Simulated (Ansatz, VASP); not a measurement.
**In3GaSbN: VASP beside Ansatz**

INCAR

```
PREC = Accurate
ENCUT = 600
EDIFF = 1E-6
ISMEAR = 0
SIGMA = 0.1
LREAL = F
LASPH = T
NELM = 100
ALGO = Normal
ISIF = 3
LWAVE = F
LCHARG = F
GGA = PE
IBRION = 2
NSW = 90
EDIFFG = -0.04
```

KPOINTS

```
regular mesh
0
Gamma
  4 4 4
```

The input POSCAR:

```
In3GaSbN
1.0
    4.5793225200      0.0000000000      0.0000000000
    0.0000000000      4.5793225200      0.0000000000
    0.0000000000      0.0000000000      6.8358128500
In Ga Sb N
3 1 1 1
Direct
    0.5000000000      0.0000000000      0.5000000000
    0.0000000000      0.5000000000      0.5000000000
    0.0000000000      0.0000000000      0.0000000000
    0.0000000000      0.0000000000      0.5000000000
    0.5000000000      0.5000000000      0.5000000000
    0.5000000000      0.5000000000      0.0000000000
```

Input for Ansatz:

```yaml
crystal:
  lattice:
    - [4.57932252, 0.0, 0.0]
    - [0.0, 4.57932252, 0.0]
    - [0.0, 0.0, 6.83581285]
  atoms:
    - { symbol: In, position: [0.5, 0.0, 0.5] }
    - { symbol: In, position: [0.0, 0.5, 0.5] }
    - { symbol: In, position: [0.0, 0.0, 0.0] }
    - { symbol: Ga, position: [0.0, 0.0, 0.5] }
    - { symbol: Sb, position: [0.5, 0.5, 0.5] }
    - { symbol: "N", position: [0.5, 0.5, 0.0] }
basis:
  ecutwfc: 420
kpoints:
  mp_grid: { grid: [4, 4, 4] }
hamiltonian:
  xc: pbe
scf:
  occupations: { method: gaussian, width: 0.1 }
  lower_state_search: "off"
output:
  forces: true
  stress: true
  eigenvalues: true
relax:
  adjacent_minimum: "off"
  f_tol: 0.04
  max_steps: 70
  cell: { stress_tol: 0.4 }
```

Alike in both runs: task relaxation of cell and atoms; functional PBE; k mesh 4 × 4 × 4; occupations gaussian, width 0.1 eV; no spin polarisation.

|  | VASP | Ansatz |
| --- | --- | --- |
| version | VASP 6.6.1 | Ansatz 0.2.0 |
| potentials or method | VASP PAW PBE potentials, release 64 (In_d, Ga_d, Sb, N), cutoff 600 eV | scalar-relativistic, plane waves, PAW |
| valence electrons in the cell | 62 | 72 |

```tsv
	VASP	Ansatz	Ansatz less VASP
gap on the k mesh at the Fermi level, each at its own relaxed structure (eV)	none	none	-
relaxed volume (Å³/atom)	27.34	27.62	+0.280
relaxed length of the cell vector where the two differ most in proportion (Å)	5.859	5.890	+0.0310
```

A gap of «none» marks a metal or a gap that the smearing closes. VASP's potentials hold 62 valence electrons a cell and Ansatz's 72, so a difference there can come from the potentials and not from the codes.

Spin-orbit coupling is off throughout.
